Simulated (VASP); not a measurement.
Li2Sc:

```
CELL_PARAMETERS angstrom
3.52135 0.00000 0.00000
-1.76068 3.04958 0.00000
0.00000 0.00000 3.80212
ATOMIC_POSITIONS crystal
Li 0.33333 0.66667 0.50000
Li 0.66667 0.33333 0.50000
Sc 0.00000 0.00000 0.00000
```

| Property | Result |
| --- | --- |
| Program | VASP 6.6.1 |
| Task | relaxation of cell and atoms |
| Functional | PBE |
| Potentials or basis | VASP PAW PBE potentials, release 64 (Li_sv, Sc_sv) |
| Cutoff | 600 eV |
| k mesh | 6 × 6 × 4 |
| Occupations | gaussian, width 0.1 eV |
| Spin | no spin polarisation |

At the start: pressure 27.4 GPa; volume 13.61 Å³/atom.

Question: Where does the relaxation end?

Answer: Over 15 steps the energy falls by 520.1 meV/atom and the volume is 19.27 Å³/atom (+41.6 %); space group P6/mmm (No. 191, to 0.05 Å).

Step by step:
```
step  energy change (eV)  largest force (eV/Å)  pressure (GPa)  volume (Å³)
   1              0.0000                0.0000           27.44        40.83
   2             -0.7496                0.0000            3.84        56.21
   3             -1.1604                0.0000            0.42        60.39
   4             -1.3130                0.0000            0.03        61.00
   5             -1.3128                0.0000           -0.32        61.46
   6             -1.3202                0.0000           -0.26        61.51
   7             -1.3409                0.0000           -0.30        61.59
   8             -1.3781                0.0000           -0.42        61.53
   9             -1.5038                0.0000           -0.89        60.45
  10             -1.0104                0.0000            0.54        53.97
  11             -1.5442                0.0000           -1.10        59.84
  12             -1.5515                0.0000           -1.10        59.02
  13             -1.5542                0.0000           -1.11        59.45
  14             -1.5403                0.0000            1.92        54.83
  15             -1.5604                0.0000           -0.15        57.82
```

Final structure:
```yaml
crystal:
  lattice:
    - [4.57108, 0.00000, 0.00000]
    - [-2.28554, 3.95867, 0.00000]
    - [0.00000, 0.00000, 3.19514]
  atoms:
    - { symbol: Li, position: [0.33333, 0.66667, 0.50000] }
    - { symbol: Li, position: [0.66667, 0.33333, 0.50000] }
    - { symbol: Sc, position: [0.00000, 0.00000, 0.00000] }
```

Caveat: the k points lie up to 0.49 Å⁻¹ apart in the final cell; the cutoff is under 1.25 times the usual one of these potentials, so pressure, stress and relaxed cells hold a basis-set (Pulay) error; the volume moved by over 15 % at a fixed basis, so the end points are rough.
